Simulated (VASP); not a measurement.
# ZnS (P6_3mc) in VASP: notebook

Runs on ZnS. Level: PBE. Tasks: single point.

Everything below comes from runs of VASP 6.6.1. Logs are shortened: lines on timing, memory, paths and dates and some standing lists are left out, and cuts for length are marked.

## 1. The cell of the first run

It takes space group P6_3mc (No. 186, hexagonal). Conventional cell: a = 3.688 Å, b = 3.688 Å, c = 6.852 Å, α = 90.00°, β = 90.00°, γ = 120.00°. Zn (site symmetry 3m) has 4 S at 2.33 to 2.48 Å within 3.1 Å. S (site symmetry 3m) has 4 Zn at 2.33 to 2.48 Å within 3.1 Å.

## 2. Single point, PBE

Input file INCAR:

```
SYSTEM = ZnS
PREC = Accurate ; ENCUT = 520
EDIFF = 1E-6 ; ISMEAR = 0
SIGMA = 0.05 ; LREAL = .False.
LASPH = .True. ; NELM = 100
ALGO = Normal ; ISIF = 2
LWAVE = .False. ; LCHARG = .False.
GGA = PE ; NBANDS = 26
```

Input file KPOINTS:

```
Automatic mesh
0
Gamma
  9 9 4
  0 0 0
```

Input file POSCAR:

```
ZnS
1.0
    3.6884088784      0.0000000000      0.0000000000
   -1.8442044392      3.1942557882      0.0000000000
    0.0000000000      0.0000000000      6.8523260142
Zn S
2 2
Direct
    0.3333333333      0.6666666667      0.0052003725
    0.6666666667      0.3333333333      0.5052003725
    0.3333333333      0.6666666667      0.3665852179
    0.6666666667      0.3333333333      0.8665852179
```

Potentials or basis: VASP PAW PBE potentials, release 64 (Zn, S).

Run with:

```
$ cat potpaw_PBE.64/Zn/POTCAR potpaw_PBE.64/S/POTCAR > POTCAR
$ mpirun -np 1 vasp_std > vasp.out
```

OUTCAR:

```text
SYSTEM = ZnS
   PREC = Accurate
   ENCUT = 520
   EDIFF = 1E-6
   ISMEAR = 0
   LREAL = .False.
   LASPH = .True.
   NELM = 100
   ISIF = 2
   GGA = PE

 ion  position               nearest neighbor table
   1  0.333  0.667  0.005-   4 2.33   4 2.33   4 2.33   3 2.48
   2  0.667  0.333  0.505-   3 2.33   3 2.33   3 2.33   4 2.48
   3  0.333  0.667  0.367-   2 2.33   2 2.33   2 2.33   1 2.48
   4  0.667  0.333  0.867-   1 2.33   1 2.33   1 2.33   2 2.48

  LATTYP: Found a hexagonal cell.
 ALAT       =     3.6884088784
 C/A-ratio  =     1.8578000000

  Lattice vectors:

 A1 = (   3.6884088784,   0.0000000000,   0.0000000000)
 A2 = (  -1.8442044392,   3.1942557882,   0.0000000000)
 A3 = (   0.0000000000,   0.0000000000,   6.8523260142)

Analysis of symmetry for initial positions (statically):
=====================================================================
 Subroutine PRICEL returns:
 Original cell was already a primitive cell.

 Routine SETGRP: Setting up the symmetry group for a
 hexagonal supercell.

 Subroutine GETGRP returns: Found 12 space group operations
 (whereof  6 operations were pure point group operations)
 out of a pool of 24 trial point group operations.

The static configuration has the point symmetry C_3v.
 The point group associated with its full space group is C_6v.

Analysis of symmetry for dynamics (positions and initial velocities):
=====================================================================
 Subroutine PRICEL returns:
 Original cell was already a primitive cell.

 Routine SETGRP: Setting up the symmetry group for a
 hexagonal supercell.

 Subroutine GETGRP returns: Found 12 space group operations
 (whereof  6 operations were pure point group operations)
 out of a pool of 24 trial point group operations.

The dynamic configuration has the point symmetry C_3v.
 The point group associated with its full space group is C_6v.

 Subroutine INISYM returns: Found 12 space group operations
 (whereof  6 operations are pure point group operations),
 and found     1 'primitive' translations

----------------------------------------------------------------------------------------

                                     Primitive cell

  volume of cell :      80.7322

  direct lattice vectors                    reciprocal lattice vectors
     3.688408878  0.000000000  0.000000000     0.271119616  0.156530983  0.000000000
    -1.844204439  3.194255788  0.000000000     0.000000000  0.313061967  0.000000000
     0.000000000  0.000000000  6.852326014     0.000000000  0.000000000  0.145935847

  length of vectors
     3.688408878  3.688408878  6.852326014     0.313061967  0.313061967  0.145935847

  position of ions in fractional coordinates (direct lattice)
     0.333333333  0.666666667  0.005200372
     0.666666667  0.333333333  0.505200372
     0.333333333  0.666666667  0.366585218
     0.666666667  0.333333333  0.866585218

  ion indices of the primitive-cell ions
   primitive index   ion index
                 1           1
                 2           2
                 3           3
                 4           4

----------------------------------------------------------------------------------------

 KPOINTS: Automatic mesh

Automatic generation of k-mesh.
 Grid dimensions read from file:
 generate k-points for:    9    9    4

 Generating k-lattice:

  Cartesian coordinates                     Fractional coordinates (reciprocal lattice)
     0.030124402  0.017392331  0.000000000     0.111111111  0.000000000  0.000000000
     0.000000000  0.034784663  0.000000000     0.000000000  0.111111111  0.000000000
     0.000000000  0.000000000  0.036483962     0.000000000  0.000000000  0.250000000

  Length of vectors
     0.034784663  0.034784663  0.036483962

  Shift w.r.t. Gamma in fractional coordinates (k-lattice)
     0.000000000  0.000000000  0.000000000

 Subroutine IBZKPT returns following result:
 ===========================================

 Found     36 irreducible k-points:

 Following reciprocal coordinates:
            Coordinates               Weight
  0.000000  0.000000  0.000000      1.000000
  0.111111 -0.000000  0.000000      6.000000
  0.222222 -0.000000  0.000000      6.000000
  0.333333 -0.000000  0.000000      6.000000
  0.444444 -0.000000  0.000000      6.000000
  0.111111  0.111111  0.000000      6.000000
[... 16 lines left out ...]
  0.333333  0.222222  0.250000     24.000000
  0.333333  0.333333  0.250000      4.000000
 [... further k-points ...]
   k-points           NKPTS =     36   k-points in BZ     NKDIM =     36   number of bands    NBANDS=     26
   number of dos      NEDOS =    301   number of ions     NIONS =      4
   total plane-waves  NPLWV =  42336
   dimension x,y,z NGX =    28 NGY =   28 NGZ =   54
   dimension x,y,z NGXF=    56 NGYF=   56 NGZF=  108
   ions per type =               2   2
   NGX,Y,Z   is equivalent  to a cutoff of  12.62, 12.62, 13.10 a.u.
   NGXF,Y,Z  is equivalent  to a cutoff of  25.24, 25.24, 26.20 a.u.
 SYSTEM =  ZnS
   PREC   = accura    normal or accurate (medium, high low for compatibility)
   ISTART =      0    job   : 0-new  1-cont  2-samecut
   ICHARG =      2    charge: 1-file 2-atom 10-const
   ISPIN  =      1    spin polarized calculation?
   LNONCOLLINEAR =      F non collinear calculations
   LSORBIT =      F    spin-orbit coupling
   LASPH  =      T    aspherical Exc in radial PAW
   ENCUT  =  520.0 eV  38.22 Ry    6.18 a.u.   6.86  6.86 12.74*2*pi/ulx,y,z
   NELM   =    100;   NELMIN=  2; NELMDL= -5     # of ELM steps
   EDIFF  = 0.1E-05   stopping-criterion for ELM
   LREAL  =      F    real-space projection
   EDIFFG = 0.1E-04   stopping-criterion for IOM
   NSW    =      0    number of steps for IOM
   IBRION =     -1    ionic relax: 0-MD 1-quasi-New 2-CG
   NFREE  =      0    steps in history (QN), initial steepest desc. (CG)
   ISIF   =      2    stress and relaxation
   ISYM   =      2    0-nonsym 1-usesym 2-fastsym
   POTIM  = 0.5000    time-step for ionic-motion
   TEBEG  =    0.0;   TEEND  =   0.0 temperature during run
   PSTRESS=    0.0 pullay stress
   NELECT =      36.0000    total number of electrons
   NUPDOWN=      -1.0000    fix difference up-down
   EMIN   =  10.00;   EMAX   =-10.00  energy-range for DOS
   EFERMI =   0.00;   METHOD = LEGACY
   ISMEAR =     0;   SIGMA  =   0.05  broadening in eV -4-tet -1-fermi 0-gaus
   EFERMI_NEDOS =   21; number of points for ismear=-14 and -15
   IALGO  =     38    algorithm
   IMIX   =      4    mixing-type and parameters
     AMIX     =   0.40;   BMIX     =  1.00
     AMIX_MAG =   1.60;   BMIX_MAG =  1.00
  volume/ion in A,a.u.               =      20.18       136.20
  Fermi-wavevector in a.u.,A,eV,Ry     =   1.250720  2.363518 21.283599  1.564300
  Thomas-Fermi vector in A             =   2.384701
   LORBIT       =      0    0 simple, 1 ext, 2 COOP (PROOUT), +10 PAW based schemes
   GGA     = PE    functional components
   LHFCALC =     F    Hartree Fock is set to
   AEXX    =    0.0000 exact exchange contribution
   IVDW    =     0    specifies the selected vdW correction
   LEPSILON=     F    determine dielectric tensor
   LRPA    =     F    only Hartree local field effects (RPA)
 non-spin polarized calculation
 Gauss-broadening in eV      SIGMA  =   0.05
  energy-cutoff  :      520.00
  volume of cell :       80.73
 maximum number of plane-waves:      2190
 NGX is ok and might be reduce to    28

 number of electron      36.0000016 magnetization

 Free energy of the ion-electron system (eV)
  ---------------------------------------------------
  ext. energy  EPLUGINS =         0.00000000
  ---------------------------------------------------
  free energy    TOTEN  =       -13.43245358 eV

  energy without entropy =      -13.43245358  energy(sigma->0) =      -13.43245358

 E-fermi :   2.3861     XC(G=0):  -9.5346

 val. band max:        2.1586800025   @ k =   0.0000   0.0000   0.0000
 cond. band min:       3.5968205421   @ k =   0.0000   0.0000   0.0000
 fundamental gap:      1.4381405396
 Fermi energy:         2.3860970994

 k-point     1 :       0.0000    0.0000    0.0000
  band No.  band energies     occupation
      1     -11.0716      2.00000
      2     -10.4046      2.00000
      3      -4.3665      2.00000
      4      -4.3272      2.00000
      5      -4.3272      2.00000
      6      -4.2642      2.00000
[... 18 lines left out ...]
     25       9.9711      0.00000
     26      10.1138      0.00000

 k-point     2 :       0.1111   -0.0000    0.0000
  band No.  band energies     occupation
      1     -10.9804      2.00000
      2     -10.3389      2.00000
      3      -4.3554      2.00000
      4      -4.3259      2.00000
      5      -4.3118      2.00000
      6      -4.2563      2.00000
[... 18 lines left out ...]
     25       9.9470      0.00000
     26      10.3400      0.00000

 k-point     3 :       0.2222   -0.0000    0.0000
  band No.  band energies     occupation
      1     -10.7303      2.00000
      2     -10.1691      2.00000
      3      -4.3612      2.00000
      4      -4.2978      2.00000
      5      -4.2781      2.00000
      6      -4.2073      2.00000
[... 18 lines left out ...]
     25      10.0273      0.00000
     26      10.7453      0.00000

 k-point     4 :       0.3333   -0.0000    0.0000
  band No.  band energies     occupation
      1     -10.3989      2.00000
      2      -9.9758      2.00000
      3      -4.3441      2.00000
      4      -4.2820      2.00000
      5      -4.2510      2.00000
      6      -4.1262      2.00000
[... 18 lines left out ...]
     25      10.6925      0.00000
     26      12.3137      0.00000
[... 496 lines left out ...]
      1     -10.1877      2.00000
      2      -9.9488      2.00000
      3      -4.3036      2.00000
      4      -4.2597      2.00000
      5      -4.1411      2.00000
      6      -4.1238      2.00000
[... 18 lines left out ...]
     25      10.5104      0.00000
     26      10.9120      0.00000

 k-point    23 :       0.3333    0.2222    0.2500
  band No.  band energies     occupation
      1      -9.9792      2.00000
      2      -9.8595      2.00000
      3      -4.3163      2.00000
      4      -4.1909      2.00000
      5      -4.1430      2.00000
      6      -4.1028      2.00000
[... 18 lines left out ...]
     25      10.9376      0.00000
     26      11.5466      0.00000

 k-point    24 :       0.3333    0.3333    0.2500
  band No.  band energies     occupation
      1      -9.8680      2.00000
      2      -9.8680      2.00000
      3      -4.3254      2.00000
      4      -4.1437      2.00000
      5      -4.1251      2.00000
      6      -4.1251      2.00000
[... 18 lines left out ...]
     25      11.8926      0.00000
     26      11.9905      0.00000

 [... further k-points ...]

------------------------ aborting loop because EDIFF is reached ----------------------------------------

  FORCE on cell =-STRESS in cart. coord.  units (eV):
  Direction    XX          YY          ZZ          XY          YZ          ZX
  --------------------------------------------------------------------------------------
  -------------------------------------------------------------------------------------
  Total        2.3628305      2.3628305     -4.1269707      0.0000000      0.0000000      0.0000000
  in kB       46.8917433     46.8917433    -81.9021306      0.0000000      0.0000000      0.0000000
  external PRESSURE =       3.9604520 kB  Pullay stress =       0.0000000 kB

 VOLUME and BASIS-vectors are now :
 -----------------------------------------------------------------------------
  energy-cutoff  :      520.00
  volume of cell :       80.73
      direct lattice vectors                 reciprocal lattice vectors
     3.688408878  0.000000000  0.000000000     0.271119616  0.156530983  0.000000000
    -1.844204439  3.194255788  0.000000000     0.000000000  0.313061967  0.000000000
     0.000000000  0.000000000  6.852326014     0.000000000  0.000000000  0.145935847

 POSITION                                       TOTAL-FORCE (eV/Angst)
 -----------------------------------------------------------------------------------
     -0.00000      2.12950      0.03563         0.000000     -0.000000      0.092976
      1.84420      1.06475      3.46180        -0.000000      0.000000      0.092976
     -0.00000      2.12950      2.51196        -0.000000      0.000000     -0.092976
      1.84420      1.06475      5.93812        -0.000000     -0.000000     -0.092976
 -----------------------------------------------------------------------------------
    total drift:                               -0.000001     -0.000001     -0.000002

  FREE ENERGIE OF THE ION-ELECTRON SYSTEM (eV)
  ---------------------------------------------------
  free  energy   TOTEN  =       -13.4324535784 eV

  energy  without entropy=      -13.4324535784  energy(sigma->0) =      -13.43245358
```

It took 2.1 min on 1 thread of Intel Xeon 8259CL, shared host; peak memory 0.23 GiB.

What came out:

| Property | Result |
| --- | --- |
| Free energy | -13.4325 eV |
| Pressure | 0.4 GPa |
| Largest force | 0.093 eV/Å |
| Band gap on the k mesh | 1.44 eV |

Forces on the atoms (eV/Å):
```
Zn   0.000  0.000  0.093
Zn   0.000  0.000  0.093
S    0.000  0.000 -0.093
S    0.000  0.000 -0.093
```

Stress tensor (GPa, compression positive):
```
 4.69  0.00  0.00
 0.00  4.69  0.00
 0.00  0.00 -8.19
```

Levels at points of the mesh, in eV from the valence-band top:
| k point | band 14 | band 15 | band 16 | band 17 | band 18 | band 19 | band 20 | band 21 | band 22 | band 23 |
| --- | --- | --- | --- | --- | --- | --- | --- | --- | --- | --- |
| (0.00, 0.00, 0.00) | -0.80 | -0.61 | -0.61 | 0.00 | 0.00 | 1.44 | 3.85 | 5.68 | 6.74 | 6.74 |
| (0.00, 0.00, 0.50) | -3.50 | -0.31 | -0.31 | -0.31 | -0.31 | 3.73 | 3.73 | 5.92 | 5.92 | 7.16 |

## 3. Single point, PBE

This run uses another cell than the first one, of the same volume but with other edges.

Input file INCAR:

```
SYSTEM = ZnS
PREC     = Accurate       ! precision mode
ENCUT    = 520            ! plane-wave cutoff, eV
EDIFF    = 1E-7           ! SCF threshold, eV
ISMEAR   = 0              ! smearing method
SIGMA    = 0.05           ! smearing width, eV
LREAL    = .False.        ! projectors in reciprocal space
LASPH    = .True.         ! aspherical terms in the spheres
NELM     = 100            ! most SCF steps
ALGO     = Normal         ! electronic algorithm
ISIF     = 2              ! what is computed and relaxed
LWAVE    = .False.        ! write WAVECAR
LCHARG   = .False.        ! write CHGCAR
GGA      = PE             ! functional
NBANDS   = 26             ! bands
```

Input file KPOINTS:

```
regular mesh
0
Gamma
  9 9 4
  0 0 0
```

Input file POSCAR:

```
ZnS
1.0
    3.7637158910      0.0000000000      0.0000000000
   -1.8818579455      3.2594735743      0.0000000000
    0.0000000000      0.0000000000      6.5808572354
Zn S
2 2
Direct
    0.3333333333      0.6666666667      0.0052003725
    0.6666666667      0.3333333333      0.5052003725
    0.3333333333      0.6666666667      0.4062443104
    0.6666666667      0.3333333333      0.9062443104
```

Potentials or basis: VASP PAW PBE potentials, release 64 (Zn, S).

Run with:

```
$ cat potpaw_PBE.64/Zn/POTCAR potpaw_PBE.64/S/POTCAR > POTCAR
$ mpirun -np 1 vasp_std > vasp.out
```

OUTCAR:

```text
SYSTEM = ZnS
   PREC = Accurate
   ENCUT = 520
   EDIFF = 1E-7
   ISMEAR = 0
   LREAL = .False.
   LASPH = .True.
   NELM = 100
   ISIF = 2
   GGA = PE

 ion  position               nearest neighbor table
   1  0.333  0.667  0.005-   4 2.27   4 2.27   4 2.27   3 2.64
   2  0.667  0.333  0.505-   3 2.27   3 2.27   3 2.27   4 2.64
   3  0.333  0.667  0.406-   2 2.27   2 2.27   2 2.27   1 2.64
   4  0.667  0.333  0.906-   1 2.27   1 2.27   1 2.27   2 2.64

  LATTYP: Found a hexagonal cell.
 ALAT       =     3.7637158910
 C/A-ratio  =     1.7485000000
[... 896 lines left out ...]
  Direction    XX          YY          ZZ          XY          YZ          ZX
  --------------------------------------------------------------------------------------
  -------------------------------------------------------------------------------------
  Total        3.0548831      3.0548831     -1.9067958      0.0000000      0.0000000      0.0000000
  in kB       60.6259298     60.6259298    -37.8414704      0.0000000      0.0000000      0.0000000
  external PRESSURE =      27.8034631 kB  Pullay stress =       0.0000000 kB

 VOLUME and BASIS-vectors are now :
 -----------------------------------------------------------------------------
  energy-cutoff  :      520.00
  volume of cell :       80.73
      direct lattice vectors                 reciprocal lattice vectors
     3.763715891  0.000000000  0.000000000     0.265694869  0.153399004  0.000000000
    -1.881857945  3.259473574  0.000000000     0.000000000  0.306798008  0.000000000
     0.000000000  0.000000000  6.580857235     0.000000000  0.000000000  0.151955887

 POSITION                                       TOTAL-FORCE (eV/Angst)
 -----------------------------------------------------------------------------------
     -0.00000      2.17298      0.03422        -0.000000      0.000000      0.686065
      1.88186      1.08649      3.32465         0.000000     -0.000000      0.686065
     -0.00000      2.17298      2.67344        -0.000000      0.000000     -0.686065
      1.88186      1.08649      5.96386         0.000000      0.000000     -0.686065
 -----------------------------------------------------------------------------------
    total drift:                               -0.000000     -0.000000      0.000327

  FREE ENERGIE OF THE ION-ELECTRON SYSTEM (eV)
  ---------------------------------------------------
  free  energy   TOTEN  =       -13.4303965905 eV

  energy  without entropy=      -13.4303965905  energy(sigma->0) =      -13.43039659
```

stdout:

```text
POSCAR found type information on POSCAR ZnS
 POSCAR found :  2 types and       4 ions
 scaLAPACK will be used
 LDA part: xc-table for (Slater+PW92), standard interpolation
 POSCAR, INCAR and KPOINTS ok, starting setup
 FFT: planning ... GRIDC
 FFT: planning ... GRID_SOFT
 FFT: planning ... GRID
 WAVECAR not read
 entering main loop
```

Run time: 1.9 min. Hardware: 1 thread of Intel Xeon 8259CL, shared host; peak memory 0.22 GiB.

Results:

```
Free energy            : -13.4304 eV
Pressure               : 2.8 GPa
Largest force          : 0.686 eV/Å
Band gap on the k mesh : 2.15 eV
```

Forces in eV/Å, atoms in the order of the input:
```
Zn   0.000  0.000  0.686
Zn   0.000  0.000  0.686
S    0.000  0.000 -0.686
S    0.000  0.000 -0.686
```
